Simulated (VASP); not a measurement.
Wanted: the native input for a VASP 6.6.1 run.

- Task: single point
- Functional: PBEsol
- Potentials or basis: VASP PAW PBE potentials, release 64 (Al, N)
- Cutoff: 520 eV
- k mesh: 10 × 10 × 10
- Occupations: gaussian, width 0.02 eV
- Spin: no spin polarisation
- Dipole correction: no
- Further INCAR settings: ALGO = Normal; EDIFF = 1e-06; NBANDS = 11

The structure of AlN lies in POSCAR:

```
AlN
1.0
    0.0000000000      2.1757162240      2.1757162240
    2.1757162240      0.0000000000      2.1757162240
    2.1757162240      2.1757162240      0.0000000000
Al N
1 1
Direct
    0.0000000000      0.0000000000      0.0000000000
    0.7500000000      0.7500000000      0.7500000000
```

This cell differs from its parent crystal: strained.

These files were run (other wordings do the same):

INCAR

```
  PREC = Accurate
  ENCUT = 520
  EDIFF = 1E-6
  ISMEAR = 0
  SIGMA = 0.02
  LREAL = False
  LASPH = True
  NELM = 100
  ALGO = Normal
  ISIF = 2
  LWAVE = False
  LCHARG = True
  GGA = PS
  LELF = True
  LVHAR = True
  NBANDS = 11
```

KPOINTS

```
Automatic mesh
0
Gamma
  10 10 10
```

Potentials or basis: VASP PAW PBE potentials, release 64 (Al, N).

Launch:

```sh
$ cat potpaw_PBE.64/Al/POTCAR potpaw_PBE.64/N/POTCAR > POTCAR
$ mpirun -np 1 vasp_std > vasp.out
```

It gave:

The pressure is 3.7 GPa. The band gap on the k mesh is 3.19 eV, indirect (least direct gap 4.23 eV).

Caveat: the cell differs from its parent crystal (strained); the PAW data sets were made with another functional, which shifts forces and pressure a little.

Wall time 20 s on 1 thread of AMD EPYC 7R13 (shared host), peak memory 0.11 GiB.
